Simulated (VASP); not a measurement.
# Al30Cu (a cell with a defect) in VASP: further runs

Al30Cu (a cell with a defect) is run at these levels: LDA; tasks: single point.

Program: VASP 6.6.1. These are calculated values, not measurements. Logs are shortened: lines on timing, memory, paths and dates and some standing lists are left out, and cuts for length are marked.

## 1. The cell of the first run

The cell holds a defect, 31 atoms: a = 8.100 Å, b = 8.100 Å, c = 8.100 Å, α = 90.00°, β = 90.00°, γ = 90.00°.

## 2. Single point, LDA

INCAR reads:

```
  PREC = Accurate
  ENCUT = 520
  EDIFF = 1E-6
  ISMEAR = 0
  SIGMA = 0.1
  LREAL = Auto
  LASPH = T
  NELM = 80
  ALGO = Normal
  ISIF = 2
  LWAVE = F
  LCHARG = F
  NBANDS = 72
```

KPOINTS reads:

```
Automatic mesh
0
Gamma
  3 3 3
```

POSCAR reads:

```
Al30Cu
1.0
    8.1000000000      0.0000000000      0.0000000000
    0.0000000000      8.1000000000      0.0000000000
    0.0000000000      0.0000000000      8.1000000000
Al Cu
30 1
Direct
    0.4941147871     -0.0130543007     -0.0050335529
    0.7495932813      0.2509376711      0.0018725266
    0.7505996045      0.0022579931      0.2496418853
    0.0034870646      0.0003441609      0.0019108407
    0.2492104397      0.2513820248      0.0009754100
    0.4936064537      0.5148618889     -0.0042965033
    0.7486141436      0.7511090086     -0.0014469192
    0.2481875249      0.0004282450      0.2462380818
    0.4989353069      0.2509547118      0.2472508352
    0.7506011633      0.4996509040      0.2494632252
    0.4995110404     -0.0005041833      0.5018196849
    0.7510130377      0.2511445719      0.4992382194
    0.7478811012     -0.0008414527      0.7499722082
    0.0028685281      0.5010276909      0.0016990285
    0.0000348853      0.2506398987      0.2499408409
    0.2472697602      0.5017469435      0.2467235336
    0.4942712020      0.7509162495      0.2469263311
    0.0000740234      0.0015684945      0.4991611214
    0.2473869176      0.2510991424      0.5002090160
    0.4991416591      0.5023984536      0.5015062543
    0.7463987163      0.7509213074      0.5020503264
    0.2541110634     -0.0130688160      0.7561780844
    0.4982890652      0.2509258297      0.7512139987
    0.7469772756      0.5031164002      0.7502995959
    0.0004624355      0.7509424225      0.2493223822
   -0.0001670186      0.5002176085      0.4993306841
    0.2516278838      0.7513864407      0.5011761662
    0.0022475457      0.2508866942      0.7512832131
    0.2539035643      0.5152955001      0.7556740413
    0.0021968494      0.7510396260      0.7554810542
    0.2384331948      0.7502202700      0.0101407858
```

Potentials or basis: VASP PAW LDA potentials, release 64 (Al, Cu).

On the command line:

```sh
$ cat potpaw_LDA.64/Al/POTCAR potpaw_LDA.64/Cu/POTCAR > POTCAR
$ mpirun -np 1 vasp_std > vasp.out
```

OUTCAR:

```text
PREC = Accurate
   ENCUT = 520
   EDIFF = 1E-6
   ISMEAR = 0
   LREAL = Auto
   LASPH = T
   NELM = 80
   ISIF = 2

 ion  position               nearest neighbor table
   1  0.494  0.987  0.995-  22 2.74  17 2.80   7 2.81  31 2.83   8 2.85  13 2.86  23 2.91   5 2.92
                             3 2.93   9 2.96   2 2.98
   2  0.750  0.251  0.002-   9 2.84  10 2.84   3 2.84  15 2.86  23 2.88  28 2.88  14 2.88  13 2.88
                            24 2.89   4 2.89   1 2.98   6 2.98
   3  0.751  0.002  0.250-   2 2.84  15 2.85  12 2.86  18 2.86   9 2.87   4 2.87  25 2.87   7 2.88
                            11 2.88  21 2.89  17 2.91   1 2.93
   4  0.003  0.000  0.002-  31 2.78   8 2.80  30 2.84  22 2.85   5 2.85  25 2.85  15 2.85   3 2.87
                            28 2.87   7 2.89   2 2.89  13 2.91
   5  0.249  0.251  0.001-  14 2.84   9 2.84  16 2.84   8 2.84  28 2.84   4 2.85  15 2.85  23 2.86
                             6 2.91  29 2.92  22 2.92   1 2.92
   6  0.494  0.515  0.996-  29 2.75  17 2.79  31 2.81   7 2.82  16 2.85  24 2.86   5 2.91  23 2.91
                            10 2.93   9 2.95   2 2.98
   7  0.749  0.751  0.999-   1 2.81   6 2.82  24 2.84  13 2.84  30 2.85   3 2.88  10 2.88  25 2.88
                            17 2.88   4 2.89  14 2.89
   8  0.248  0.000  0.246-  31 2.79   4 2.80  17 2.84   5 2.84  25 2.85   1 2.85  15 2.85  18 2.87
                             9 2.87  27 2.89  19 2.89  11 2.90
   9  0.499  0.251  0.247-   5 2.84   2 2.84  10 2.87   3 2.87   8 2.87  16 2.88  12 2.89  19 2.89
[... 31 lines left out ...]
  25  0.000  0.751  0.249-  31 2.73  16 2.84   4 2.85   8 2.85  14 2.85  18 2.87  26 2.87  10 2.87
                             3 2.87   7 2.88  27 2.88  21 2.90
  26  1.000  0.500  0.499-  19 2.84  12 2.85  15 2.86  10 2.86  16 2.86  25 2.87  28 2.87  27 2.88
                            24 2.89  21 2.89  30 2.90  29 2.93
  27  0.252  0.751  0.501-  29 2.81  22 2.81  11 2.84  20 2.84  17 2.85  18 2.87  26 2.88  25 2.88
                            30 2.89   8 2.89  16 2.89
  28  0.002  0.251  0.751-  19 2.84   5 2.84  14 2.87   4 2.87  26 2.87  18 2.87   2 2.88  12 2.88
                            13 2.90  24 2.91  22 2.96  29 2.96
  29  0.254  0.515  0.756-   6 2.75  30 2.79  31 2.81  27 2.81  14 2.85  20 2.86  23 2.92   5 2.92
                            26 2.93  28 2.96  19 2.98
  30  0.002  0.751  0.755-  29 2.79  22 2.80  31 2.81   4 2.84  14 2.84   7 2.85  13 2.88  24 2.88
                            27 2.89  18 2.90  26 2.90  21 2.92
  31  0.238  0.750  0.010-  25 2.73  14 2.78  16 2.78   4 2.78   8 2.79  29 2.81  30 2.81   6 2.81
                            22 2.81  17 2.82   1 2.83

  LATTYP: Found a simple cubic cell.
 ALAT       =     8.1000000000

  Lattice vectors:

 A1 = (   8.1000000000,   0.0000000000,   0.0000000000)
 A2 = (   0.0000000000,   8.1000000000,   0.0000000000)
 A3 = (   0.0000000000,   0.0000000000,   8.1000000000)

Analysis of symmetry for initial positions (statically):
=====================================================================
 Subroutine PRICEL returns:
 Original cell was already a primitive cell.

 Routine SETGRP: Setting up the symmetry group for a
[... 183 lines left out ...]
   EFERMI_NEDOS =   21; number of points for ismear=-14 and -15
   IALGO  =     38    algorithm
   IMIX   =      4    mixing-type and parameters
     AMIX     =   0.40;   BMIX     =  1.00
     AMIX_MAG =   1.60;   BMIX_MAG =  1.00
  volume/ion in A,a.u.               =      17.14       115.69
  Fermi-wavevector in a.u.,A,eV,Ry     =   0.941233  1.778672 12.053656  0.885919
  Thomas-Fermi vector in A             =   2.068723
   LORBIT       =      0    0 simple, 1 ext, 2 COOP (PROOUT), +10 PAW based schemes
   GGA     = CA    functional components
   LHFCALC =     F    Hartree Fock is set to
   AEXX    =    0.0000 exact exchange contribution
   IVDW    =     0    specifies the selected vdW correction
   LEPSILON=     F    determine dielectric tensor
   LRPA    =     F    only Hartree local field effects (RPA)
 non-spin polarized calculation
 Gauss-broadening in eV      SIGMA  =   0.10
  energy-cutoff  :      520.00
  volume of cell :      531.44
 maximum number of plane-waves:     14358
   NGX = 31   NGY = 31   NGZ = 31

 number of electron     101.0000001 magnetization

 Free energy of the ion-electron system (eV)
  ---------------------------------------------------
  ext. energy  EPLUGINS =         0.00000000
  ---------------------------------------------------
  free energy    TOTEN  =      -129.51085038 eV

  energy without entropy =     -129.45566243  energy(sigma->0) =     -129.48325641

 E-fermi :   7.0973     XC(G=0): -10.2055

 val. band max:        7.0952150576   @ k =   0.3333   0.0000   0.0000
 cond. band min:       7.0987971006   @ k =   0.3333   0.0000   0.0000
 fundamental gap:      0.0035820430
 Fermi energy:         7.0972753535

 k-point     1 :       0.0000    0.0000    0.0000
  band No.  band energies     occupation
      1      -3.5595      2.00000
      2      -1.4277      2.00000
      3      -1.4116      2.00000
      4      -1.3846      2.00000
      5      -1.3678      2.00000
      6      -1.3043      2.00000
[... 899 lines left out ...]
     61       8.9825      0.00000
     62       9.0312      0.00000
 [bands above 62 left out]

------------------------ aborting loop because EDIFF is reached ----------------------------------------

  FORCE on cell =-STRESS in cart. coord.  units (eV):
  Direction    XX          YY          ZZ          XY          YZ          ZX
  --------------------------------------------------------------------------------------
  -------------------------------------------------------------------------------------
  Total      -18.1642323    -18.4775129    -18.1778474      0.0001829      0.0061564      0.3310380
  in kB      -54.7611517    -55.7056236    -54.8021981      0.0005515      0.0185603      0.9980065
  external PRESSURE =     -55.0896578 kB  Pullay stress =       0.0000000 kB

 VOLUME and BASIS-vectors are now :
 -----------------------------------------------------------------------------
  energy-cutoff  :      520.00
  volume of cell :      531.44
      direct lattice vectors                 reciprocal lattice vectors
     8.100000000  0.000000000  0.000000000     0.123456790  0.000000000  0.000000000
     0.000000000  8.100000000  0.000000000     0.000000000  0.123456790  0.000000000
     0.000000000  0.000000000  8.100000000     0.000000000  0.000000000  0.123456790

 POSITION                                       TOTAL-FORCE (eV/Angst)
 -----------------------------------------------------------------------------------
      4.00233      7.99426      8.05923        -0.001529      0.011356      0.011431
      6.07171      2.03260      0.01517         0.011145     -0.005290     -0.004608
      6.07986      0.01829      2.02210        -0.006476     -0.001903     -0.006277
      0.02825      0.00279      0.01548        -0.001247      0.002870      0.011583
      2.01860      2.03619      0.00790        -0.007121     -0.012076     -0.000091
      3.99821      4.17038      8.06520        -0.000728     -0.007961     -0.005716
[... 23 lines left out ...]
      0.01779      6.08342      6.11940        -0.012966     -0.003178     -0.010618
      1.93131      6.07678      0.08214        -0.002233      0.006733      0.007121
 -----------------------------------------------------------------------------------
    total drift:                                0.001338     -0.032675      0.002790

  FREE ENERGIE OF THE ION-ELECTRON SYSTEM (eV)
  ---------------------------------------------------
  free  energy   TOTEN  =      -129.5108503830 eV

  energy  without entropy=     -129.4556624280  energy(sigma->0) =     -129.48325641
```

OSZICAR:

```text
N       E                     dE             d eps       ncg     rms          rms(c)
DAV:   1     0.275998684497E+03    0.27600E+03   -0.34093E+04  2016   0.115E+03
DAV:   2    -0.973810391034E+02   -0.37338E+03   -0.34586E+03  2088   0.200E+02
DAV:   3    -0.131877010167E+03   -0.34496E+02   -0.31432E+02  2616   0.592E+01
DAV:   4    -0.133891619427E+03   -0.20146E+01   -0.19661E+01  2848   0.135E+01
DAV:   5    -0.133956995619E+03   -0.65376E-01   -0.65100E-01  2648   0.223E+00    0.279E+01
DAV:   6    -0.153589406224E+03   -0.19632E+02   -0.33223E+02  2696   0.290E+02    0.252E+01
DAV:   7    -0.134274827511E+03    0.19315E+02   -0.10662E+02  2440   0.362E+01    0.118E+01
DAV:   8    -0.129477585931E+03    0.47972E+01   -0.19526E+01  2776   0.543E+01    0.320E+00
DAV:   9    -0.130182095416E+03   -0.70451E+00   -0.76012E+00  3040   0.430E+01    0.747E+00
DAV:  10    -0.129513389642E+03    0.66871E+00   -0.43195E+00  3048   0.400E+01    0.156E+00
DAV:  11    -0.129539849658E+03   -0.26460E-01   -0.70195E-01  2904   0.177E+01    0.122E+00
DAV:  12    -0.129511134390E+03    0.28715E-01   -0.23858E-01  3096   0.108E+01    0.455E-01
DAV:  13    -0.129512700286E+03   -0.15659E-02   -0.33400E-02  3104   0.107E+00    0.363E-01
DAV:  14    -0.129511990287E+03    0.71000E-03   -0.96468E-04  3248   0.379E-01    0.271E-01
DAV:  15    -0.129510707271E+03    0.12830E-02   -0.51528E-03  2888   0.160E+00    0.136E-02
DAV:  16    -0.129510853173E+03   -0.14590E-03   -0.13888E-03  3144   0.128E-01    0.506E-02
DAV:  17    -0.129510850847E+03    0.23259E-05   -0.80801E-06  2512   0.139E-02    0.488E-02
DAV:  18    -0.129510850383E+03    0.46410E-06   -0.25587E-07  1336   0.242E-03
   1 F= -.12951085E+03 E0= -.12948326E+03  d E =-.551880E-01
```

stdout:

```text
POSCAR found type information on POSCAR AlCu
 POSCAR found :  2 types and      31 ions
 scaLAPACK will be used
 LDA part: xc-table for (Slater(with rela. corr.)+CA(PZ))
 , standard interpolation
 POSCAR, INCAR and KPOINTS ok, starting setup
 FFT: planning ... GRIDC
 FFT: planning ... GRID_SOFT
 FFT: planning ... GRID
 WAVECAR not read
 entering main loop
```

Run time: 23 min. Hardware: 1 thread of Oxide Virtual Turin-like, shared host; peak memory 0.54 GiB.

Results:

```
Free energy            : -129.5109 eV
Pressure               : -5.5 GPa
Largest force          : 0.020 eV/Å
Band gap on the k mesh : zero (an odd number of electrons rules out a gap without spin polarisation)
```

Forces in eV/Å, atoms in the order of the input:
```
Al  -0.002  0.011  0.011
Al   0.011 -0.005 -0.005
Al  -0.006 -0.002 -0.006
Al  -0.001  0.003  0.012
Al  -0.007 -0.012  0.000
Al  -0.001 -0.008 -0.006
Al  -0.015 -0.003 -0.002
Al  -0.011 -0.001 -0.003
Al  -0.003  0.001  0.010
Al  -0.008  0.003 -0.001
Al   0.002  0.006  0.005
Al  -0.001 -0.003 -0.006
Al  -0.006  0.003 -0.002
Al   0.006  0.009  0.013
Al   0.008  0.004 -0.011
Al   0.001 -0.006 -0.011
Al   0.002  0.004  0.008
Al   0.007  0.010  0.007
Al   0.004 -0.006 -0.014
Al   0.005  0.000  0.012
Al   0.012 -0.001  0.006
Al   0.002  0.015 -0.010
Al   0.007  0.004 -0.008
Al   0.001 -0.005 -0.007
Al   0.000 -0.001 -0.005
Al   0.004 -0.007  0.011
Al  -0.004 -0.005  0.012
Al  -0.005  0.003 -0.010
Al   0.010 -0.017  0.002
Al  -0.013 -0.003 -0.011
Cu  -0.002  0.007  0.007
```

Stress tensor (GPa, compression positive):
```
-5.48  0.00  0.10
 0.00 -5.57  0.00
 0.10  0.00 -5.48
```

## 3. Single point, LDA

INCAR reads:

```
SYSTEM = Al30Cu
  PREC = Accurate
  ENCUT = 520
  EDIFF = 1E-6
  ISMEAR = 0
  SIGMA = 0.1
  LREAL = Auto
  LASPH = .TRUE.
  NELM = 100
  ALGO = Normal
  ISIF = 2
  LWAVE = .FALSE.
  LCHARG = .FALSE.
  GGA = CA
  NBANDS = 72
```

KPOINTS reads:

```
regular mesh
0
G
  3 3 3
  0 0 0
```

POSCAR reads:

```
Al30Cu
1.0
    8.1000000000      0.0000000000      0.0000000000
    0.0000000000      8.1000000000      0.0000000000
    0.0000000000      0.0000000000      8.1000000000
Al Cu
30 1
Direct
    0.4941148148     -0.0130543210     -0.0050335802
    0.7495933333      0.2509376543      0.0018724691
    0.7505996296      0.0022580247      0.2496418519
    0.0034870370      0.0003441975      0.0019108642
    0.2492104938      0.2513819753      0.0009754321
    0.4936064198      0.5148618519     -0.0042965432
    0.7486141975      0.7511090123     -0.0014469136
    0.2481875309      0.0004282716      0.2462380247
    0.4989353086      0.2509546914      0.2472508642
    0.7506011111      0.4996508642      0.2494632099
    0.4995109877     -0.0005041975      0.5018196296
    0.7510130864      0.2511445679      0.4992382716
    0.7478811111     -0.0008414815      0.7499722222
    0.0028685185      0.5010276543      0.0016990123
    0.0000349383      0.2506398765      0.2499408642
    0.2472697531      0.5017469136      0.2467235802
    0.4942712346      0.7509162963      0.2469262963
    0.0000740741      0.0015685185      0.4991611111
    0.2473869136      0.2510991358      0.5002090123
    0.4991416049      0.5023983951      0.5015062963
    0.7463987654      0.7509213580      0.5020503704
    0.2541111111     -0.0130687654      0.7561780247
    0.4982890123      0.2509258025      0.7512139506
    0.7469772840      0.5031164198      0.7502996296
    0.0004624691      0.7509424691      0.2493223457
   -0.0001670370      0.5002176543      0.4993307407
    0.2516279012      0.7513864198      0.5011761728
    0.0022475309      0.2508866667      0.7512832099
    0.2539035802      0.5152955556      0.7556740741
    0.0021967901      0.7510396296      0.7554811111
    0.2384332099      0.7502202469      0.0101407407
```

Potentials or basis: VASP PAW LDA potentials, release 64 (Al, Cu).

On the command line:

```sh
$ cat potpaw_LDA.64/Al/POTCAR potpaw_LDA.64/Cu/POTCAR > POTCAR
$ mpirun -np 1 vasp_std > vasp.out
```

It took 26 min on 1 thread of Oxide Virtual Turin-like, shared host; peak memory 0.54 GiB.

Results (log left out):

```
Free energy            : -129.5109 eV
Pressure               : -5.5 GPa
Largest force          : 0.020 eV/Å
Band gap on the k mesh : zero (an odd number of electrons rules out a gap without spin polarisation)
```

Forces in eV/Å, atoms in the order of the input:
```
Al  -0.002  0.011  0.011
Al   0.011 -0.005 -0.005
Al  -0.006 -0.002 -0.006
Al  -0.001  0.003  0.012
Al  -0.007 -0.012  0.000
Al  -0.001 -0.008 -0.006
Al  -0.015 -0.003 -0.002
Al  -0.011 -0.001 -0.003
Al  -0.003  0.001  0.010
Al  -0.008  0.003 -0.001
Al   0.002  0.006  0.005
Al  -0.001 -0.003 -0.006
Al  -0.006  0.003 -0.002
Al   0.006  0.009  0.013
Al   0.008  0.004 -0.011
Al   0.001 -0.006 -0.011
Al   0.002  0.004  0.008
Al   0.007  0.010  0.007
Al   0.004 -0.006 -0.014
Al   0.005  0.000  0.012
Al   0.012 -0.001  0.006
Al   0.002  0.015 -0.010
Al   0.007  0.004 -0.008
Al   0.001 -0.005 -0.007
Al   0.000 -0.001 -0.005
Al   0.004 -0.007  0.011
Al  -0.004 -0.005  0.012
Al  -0.005  0.003 -0.010
Al   0.010 -0.017  0.002
Al  -0.013 -0.003 -0.011
Cu  -0.002  0.007  0.007
```

Stress tensor (GPa, compression positive):
```
-5.48  0.00  0.10
 0.00 -5.57  0.00
 0.10  0.00 -5.48
```

Levels at points of the mesh, in eV from the Fermi level:
```tsv
k point	band 47	band 48	band 49	band 50	band 51	band 52	band 53	band 54	band 55	band 56
(0.00, 0.00, 0.00)	-0.31	-0.10	-0.08	0.00	0.66	0.67	0.70	0.74	0.86	0.87
```
